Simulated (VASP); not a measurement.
# Sr (I4/mmm) in VASP: notebook

Sr is run at these levels: PBEsol; tasks: single point.

All numbers are computed with VASP 6.6.1; they aren't measurements. Logs are shortened: lines on timing, memory, paths and dates and some standing lists are left out, and cuts for length are marked.

**1. The cell of the first run**

Symmetry: I4/mmm, No. 139, tetragonal system. Conventional cell: a = 4.810 Å, b = 4.810 Å, c = 4.586 Å, α = 90.00°, β = 90.00°, γ = 90.00°. Within 5.4 Å of Sr (site symmetry 4/mmm) lie 14 Sr at 4.10 to 4.81 Å.

**2. Single point, PBEsol (biaxial strain in the a-b plane: +3.0 %)**

The input, INCAR:

```
ALGO = Fast
EDIFF = 1E-6
ENCUT = 520
GGA = PS
ISIF = 2
ISMEAR = 0
LASPH = T
LCHARG = T
LELF = T
LREAL = F
LVHAR = T
LWAVE = F
NBANDS = 17
NELM = 100
PREC = Accurate
SIGMA = 0.1
```

The input, KPOINTS:

```
k-points
0
Gamma
  12 12 12
```

The input, POSCAR:

```
Sr
1.0
    4.8100019372      0.0000000000      0.0000000000
    0.0000000000      4.8100019372      0.0000000000
    0.0000000000      0.0000000000      4.5858465071
Sr
2
Direct
    0.0000000000      0.0000000000      0.0000000000
    0.5000000000      0.5000000000      0.5000000000
```

Potentials or basis: VASP PAW PBE potentials, release 64 (Sr_sv).

Launch:

```bash
> cat potpaw_PBE.64/Sr_sv/POTCAR > POTCAR
> mpirun -np 1 vasp_std > vasp.out
```

OUTCAR:

```text
EDIFF = 1E-6
   ENCUT = 520
   GGA = PS
   ISIF = 2
   ISMEAR = 0
   LASPH = T
   LREAL = F
   NELM = 100
   PREC = Accurate

 ion  position               nearest neighbor table
   1  0.000  0.000  0.000-   2 4.10   2 4.10   2 4.10   2 4.10   2 4.10   2 4.10   2 4.10   2 4.10

   2  0.500  0.500  0.500-   1 4.10   1 4.10   1 4.10   1 4.10   1 4.10   1 4.10   1 4.10   1 4.10

  LATTYP: Found a simple tetragonal cell.
 ALAT       =     4.8100019372
 C/A-ratio  =     0.9533980582

  Lattice vectors:

 A1 = (   4.8100019372,   0.0000000000,   0.0000000000)
 A2 = (   0.0000000000,   4.8100019372,   0.0000000000)
 A3 = (   0.0000000000,   0.0000000000,   4.5858465071)

Analysis of symmetry for initial positions (statically):
=====================================================================
 Subroutine PRICEL returns following result:

  LATTYP: Found a body centered tetragonal cell.
 ALAT       =     4.8100019372
 C/A-ratio  =     0.9533980582

  Lattice vectors:

 A1 = (  -2.4050009686,  -2.4050009686,  -2.2929232536)
 A2 = (   2.4050009686,   2.4050009686,  -2.2929232536)
 A3 = (   2.4050009686,  -2.4050009686,   2.2929232536)

   2 primitive cells build up your supercell.

 Routine SETGRP: Setting up the symmetry group for a
 simple tetragonal supercell.

 Subroutine GETGRP returns: Found 16 space group operations
 (whereof 16 operations were pure point group operations)
 out of a pool of 16 trial point group operations.

The static configuration has the point symmetry D_4h.

Analysis of symmetry for dynamics (positions and initial velocities):
=====================================================================
 Subroutine PRICEL returns following result:

  LATTYP: Found a body centered tetragonal cell.
 ALAT       =     4.8100019372
 C/A-ratio  =     0.9533980582

  Lattice vectors:

 A1 = (  -2.4050009686,  -2.4050009686,  -2.2929232536)
 A2 = (   2.4050009686,   2.4050009686,  -2.2929232536)
 A3 = (   2.4050009686,  -2.4050009686,   2.2929232536)

   2 primitive cells build up your supercell.

 Routine SETGRP: Setting up the symmetry group for a
 simple tetragonal supercell.

 Subroutine GETGRP returns: Found 16 space group operations
 (whereof 16 operations were pure point group operations)
 out of a pool of 16 trial point group operations.

The dynamic configuration has the point symmetry D_4h.

 Subroutine INISYM returns: Found 16 space group operations
 (whereof 16 operations are pure point group operations),
 and found     2 'primitive' translations

----------------------------------------------------------------------------------------

                                     Primitive cell

  volume of cell :      53.0493

  direct lattice vectors                    reciprocal lattice vectors
    -2.405000969 -2.405000969 -2.292923254    -0.000000000 -0.207900124 -0.218062248
     2.405000969  2.405000969 -2.292923254     0.207900124  0.000000000 -0.218062248
     2.405000969 -2.405000969  2.292923254     0.207900124 -0.207900124  0.000000000

  length of vectors
     4.101896679  4.101896679  4.101896679     0.301286584  0.301286584  0.294015175

  position of ions in fractional coordinates (direct lattice)
     0.000000000  0.000000000  0.000000000

  ion indices of the primitive-cell ions
   primitive index   ion index
                 1           1

----------------------------------------------------------------------------------------

 KPOINTS: k-points

Automatic generation of k-mesh.
 Grid dimensions read from file:
 generate k-points for:   12   12   12

 Generating k-lattice:

  Cartesian coordinates                     Fractional coordinates (reciprocal lattice)
     0.017325010  0.000000000  0.000000000     0.083333333  0.000000000  0.000000000
     0.000000000  0.017325010  0.000000000     0.000000000  0.083333333  0.000000000
     0.000000000  0.000000000  0.018171854     0.000000000  0.000000000  0.083333333

  Length of vectors
     0.017325010  0.017325010  0.018171854

  Shift w.r.t. Gamma in fractional coordinates (k-lattice)
     0.000000000  0.000000000  0.000000000

 Subroutine IBZKPT returns following result:
 ===========================================

 Found    196 irreducible k-points:

 Following reciprocal coordinates:
            Coordinates               Weight
  0.000000  0.000000  0.000000      1.000000
  0.083333  0.000000  0.000000      4.000000
  0.166667  0.000000  0.000000      4.000000
  0.250000  0.000000  0.000000      4.000000
  0.333333  0.000000  0.000000      4.000000
  0.416667  0.000000  0.000000      4.000000
[... 16 lines left out ...]
  0.333333  0.333333  0.000000      4.000000
  0.416667  0.333333  0.000000      8.000000
 [... further k-points ...]
   k-points           NKPTS =    196   k-points in BZ     NKDIM =    196   number of bands    NBANDS=     17
   number of dos      NEDOS =    301   number of ions     NIONS =      2
   total plane-waves  NPLWV =  46656
   dimension x,y,z NGX =    36 NGY =   36 NGZ =   36
   dimension x,y,z NGXF=    72 NGYF=   72 NGZF=   72
   ions per type =               2
   NGX,Y,Z   is equivalent  to a cutoff of  12.44, 12.44, 13.05 a.u.
   NGXF,Y,Z  is equivalent  to a cutoff of  24.89, 24.89, 26.10 a.u.
 SYSTEM =  unknown system
   PREC   = accura    normal or accurate (medium, high low for compatibility)
   ISTART =      0    job   : 0-new  1-cont  2-samecut
   ICHARG =      2    charge: 1-file 2-atom 10-const
   ISPIN  =      1    spin polarized calculation?
   LNONCOLLINEAR =      F non collinear calculations
   LSORBIT =      F    spin-orbit coupling
   LASPH  =      T    aspherical Exc in radial PAW
   ENCUT  =  520.0 eV  38.22 Ry    6.18 a.u.   8.94  8.94  8.53*2*pi/ulx,y,z
   NELM   =    100;   NELMIN=  2; NELMDL= -5     # of ELM steps
   EDIFF  = 0.1E-05   stopping-criterion for ELM
   LREAL  =      F    real-space projection
   EDIFFG = 0.1E-04   stopping-criterion for IOM
   NSW    =      0    number of steps for IOM
   IBRION =     -1    ionic relax: 0-MD 1-quasi-New 2-CG
   NFREE  =      0    steps in history (QN), initial steepest desc. (CG)
   ISIF   =      2    stress and relaxation
   ISYM   =      2    0-nonsym 1-usesym 2-fastsym
   POTIM  = 0.5000    time-step for ionic-motion
   TEBEG  =    0.0;   TEEND  =   0.0 temperature during run
   PSTRESS=    0.0 pullay stress
   NELECT =      20.0000    total number of electrons
   NUPDOWN=      -1.0000    fix difference up-down
   EMIN   =  10.00;   EMAX   =-10.00  energy-range for DOS
   EFERMI =   0.00;   METHOD = LEGACY
   ISMEAR =     0;   SIGMA  =   0.10  broadening in eV -4-tet -1-fermi 0-gaus
   EFERMI_NEDOS =   21; number of points for ismear=-14 and -15
   IALGO  =     68    algorithm
   IMIX   =      4    mixing-type and parameters
     AMIX     =   0.40;   BMIX     =  1.00
     AMIX_MAG =   1.60;   BMIX_MAG =  1.00
  volume/ion in A,a.u.               =      53.05       357.99
  Fermi-wavevector in a.u.,A,eV,Ry     =   0.938674  1.773837 11.988216  0.881109
  Thomas-Fermi vector in A             =   2.065910
   LORBIT       =      0    0 simple, 1 ext, 2 COOP (PROOUT), +10 PAW based schemes
   GGA     = PS    functional components
   LHFCALC =     F    Hartree Fock is set to
   AEXX    =    0.0000 exact exchange contribution
   IVDW    =     0    specifies the selected vdW correction
   LEPSILON=     F    determine dielectric tensor
   LRPA    =     F    only Hartree local field effects (RPA)
 non-spin polarized calculation
 RMM-DIIS sequential band-by-band and
 Gauss-broadening in eV      SIGMA  =   0.10
  energy-cutoff  :      520.00
  volume of cell :      106.10
 maximum number of plane-waves:      2882
 NGX is ok and might be reduce to    36
   NGX = 17   NGY = 17   NGZ = 17

 number of electron      19.9999999 magnetization

 Free energy of the ion-electron system (eV)
  ---------------------------------------------------
  ext. energy  EPLUGINS =         0.00000000
  ---------------------------------------------------
  free energy    TOTEN  =        -3.67256905 eV

  energy without entropy =       -3.66189304  energy(sigma->0) =       -3.66723104

 E-fermi :   1.6191     XC(G=0):  -7.5421

 val. band max:        1.6177225852   @ k =   0.1667   0.0000   0.0000
 cond. band min:       1.6200654090   @ k =   0.2500   0.1667   0.2500
 fundamental gap:      0.0023428238
 Fermi energy:         1.6190942371

 k-point     1 :       0.0000    0.0000    0.0000
  band No.  band energies     occupation
      1     -34.8446      2.00000
      2     -34.8124      2.00000
      3     -16.9050      2.00000
      4     -16.9050      2.00000
      5     -16.8868      2.00000
      6     -16.7391      2.00000
[... 9 lines left out ...]
     16       5.1510      0.00000
     17       5.1885      0.00000

 k-point     2 :       0.0833    0.0000    0.0000
  band No.  band energies     occupation
      1     -34.8440      2.00000
      2     -34.8129      2.00000
      3     -16.9043      2.00000
      4     -16.9020      2.00000
      5     -16.8841      2.00000
      6     -16.7415      2.00000
[... 9 lines left out ...]
     16       4.9924      0.00000
     17       5.0896      0.00000

 k-point     3 :       0.1667    0.0000    0.0000
  band No.  band energies     occupation
      1     -34.8422      2.00000
      2     -34.8144      2.00000
      3     -16.9017      2.00000
      4     -16.8933      2.00000
      5     -16.8764      2.00000
      6     -16.7557      2.00000
[... 9 lines left out ...]
     16       4.7004      0.00000
     17       4.7765      0.00000

 k-point     4 :       0.2500    0.0000    0.0000
  band No.  band energies     occupation
      1     -34.8394      2.00000
      2     -34.8167      2.00000
      3     -16.8963      2.00000
      4     -16.8794      2.00000
      5     -16.8643      2.00000
      6     -16.7775      2.00000
[... 9 lines left out ...]
     16       4.4153      0.00000
     17       4.5508      0.00000

 k-point     5 :       0.3333    0.0000    0.0000
  band No.  band energies     occupation
      1     -34.8359      2.00000
      2     -34.8198      2.00000
      3     -16.8870      2.00000
      4     -16.8615      2.00000
      5     -16.8485      2.00000
      6     -16.8031      2.00000
[... 9 lines left out ...]
     16       4.4139      0.00000
     17       4.6299      0.00000

 k-point     6 :       0.4167    0.0000    0.0000
  band No.  band energies     occupation
      1     -34.8319      2.00000
      2     -34.8236      2.00000
      3     -16.8727      2.00000
      4     -16.8408      2.00000
      5     -16.8304      2.00000
      6     -16.8294      2.00000
[... 9 lines left out ...]
     16       4.1796      0.00000
     17       4.9123      0.00000

 k-point     7 :       0.5000    0.0000    0.0000
  band No.  band energies     occupation
      1     -34.8277      2.00000
      2     -34.8277      2.00000
      3     -16.8532      2.00000
      4     -16.8532      2.00000
      5     -16.8188      2.00000
      6     -16.8188      2.00000
[... 9 lines left out ...]
     16       4.0274      0.00000
     17       5.2187      0.00000

 k-point     8 :       0.0833    0.0833    0.0000
  band No.  band energies     occupation
      1     -34.8434      2.00000
      2     -34.8134      2.00000
      3     -16.9091      2.00000
      4     -16.8937      2.00000
      5     -16.8816      2.00000
      6     -16.7519      2.00000
[... 9 lines left out ...]
     16       5.0638      0.00000
     17       5.2456      0.00000
[... 203 lines left out ...]
      1     -34.8357      2.00000
      2     -34.8196      2.00000
      3     -16.9352      2.00000
      4     -16.8527      2.00000
      5     -16.8479      2.00000
      6     -16.8194      2.00000
[... 9 lines left out ...]
     16       4.9246      0.00000
     17       5.3567      0.00000

 k-point    20 :       0.3333    0.2500    0.0000
  band No.  band energies     occupation
      1     -34.8331      2.00000
      2     -34.8218      2.00000
      3     -16.9397      2.00000
      4     -16.8816      2.00000
      5     -16.8365      2.00000
      6     -16.7971      2.00000
[... 9 lines left out ...]
     16       4.8465      0.00000
     17       5.5385      0.00000

 k-point    21 :       0.4167    0.2500    0.0000
  band No.  band energies     occupation
      1     -34.8302      2.00000
      2     -34.8244      2.00000
      3     -16.9366      2.00000
      4     -16.9066      2.00000
      5     -16.8235      2.00000
      6     -16.7964      2.00000
[... 9 lines left out ...]
     16       4.6402      0.00000
     17       5.6240      0.00000

 k-point    22 :       0.5000    0.2500    0.0000
  band No.  band energies     occupation
      1     -34.8272      2.00000
      2     -34.8272      2.00000
      3     -16.9254      2.00000
      4     -16.9254      2.00000
      5     -16.8098      2.00000
      6     -16.8098      2.00000
[... 9 lines left out ...]
     16       4.3929      0.00000
     17       5.6467      0.00000

 k-point    23 :       0.3333    0.3333    0.0000
  band No.  band energies     occupation
      1     -34.8313      2.00000
      2     -34.8232      2.00000
      3     -16.9502      2.00000
      4     -16.9094      2.00000
      5     -16.8282      2.00000
      6     -16.7913      2.00000
[... 9 lines left out ...]
     16       5.0325      0.00000
     17       5.6761      0.00000

 k-point    24 :       0.4167    0.3333    0.0000
  band No.  band energies     occupation
      1     -34.8292      2.00000
      2     -34.8250      2.00000
      3     -16.9529      2.00000
      4     -16.9318      2.00000
      5     -16.8189      2.00000
      6     -16.7997      2.00000
[... 9 lines left out ...]
     16       4.9373      0.00000
     17       5.7034      0.00000

 [... further k-points ...]
[... 5 lines left out ...]
  --------------------------------------------------------------------------------------
  -------------------------------------------------------------------------------------
  Total       -0.3440274     -0.3440274     -0.1972096      0.0000000      0.0000000      0.0000000
  in kB       -5.1950962     -5.1950962     -2.9780271      0.0000000      0.0000000      0.0000000
  external PRESSURE =      -4.4560731 kB  Pullay stress =       0.0000000 kB

 VOLUME and BASIS-vectors are now :
 -----------------------------------------------------------------------------
  energy-cutoff  :      520.00
  volume of cell :      106.10
      direct lattice vectors                 reciprocal lattice vectors
     4.810001937  0.000000000  0.000000000     0.207900124  0.000000000  0.000000000
     0.000000000  4.810001937  0.000000000     0.000000000  0.207900124  0.000000000
     0.000000000  0.000000000  4.585846507     0.000000000  0.000000000  0.218062248

 POSITION                                       TOTAL-FORCE (eV/Angst)
 -----------------------------------------------------------------------------------
      0.00000      0.00000      0.00000        -0.000000     -0.000000     -0.000000
      2.40500      2.40500      2.29292         0.000000      0.000000      0.000000
 -----------------------------------------------------------------------------------
    total drift:                                0.000000      0.000000      0.000000

  FREE ENERGIE OF THE ION-ELECTRON SYSTEM (eV)
  ---------------------------------------------------
  free  energy   TOTEN  =        -3.6725690517 eV

  energy  without entropy=       -3.6618930363  energy(sigma->0) =       -3.66723104
```

It took 4 min on 1 thread of Oxide Virtual Turin-like, shared host; peak memory 0.39 GiB.

What came out:

```
Free energy            : -3.6726 eV
Pressure               : -0.4 GPa
Band gap on the k mesh : zero (band 10 reaches 1.95 eV, above the bottom of band 11 at 1.48 eV)
```

Caveat: the cell differs from its parent crystal (biaxial strain in the a-b plane: +3.0 %); the PAW data sets were made with another functional, which shifts forces and pressure a little.

(Continued in part 2 of 2.)
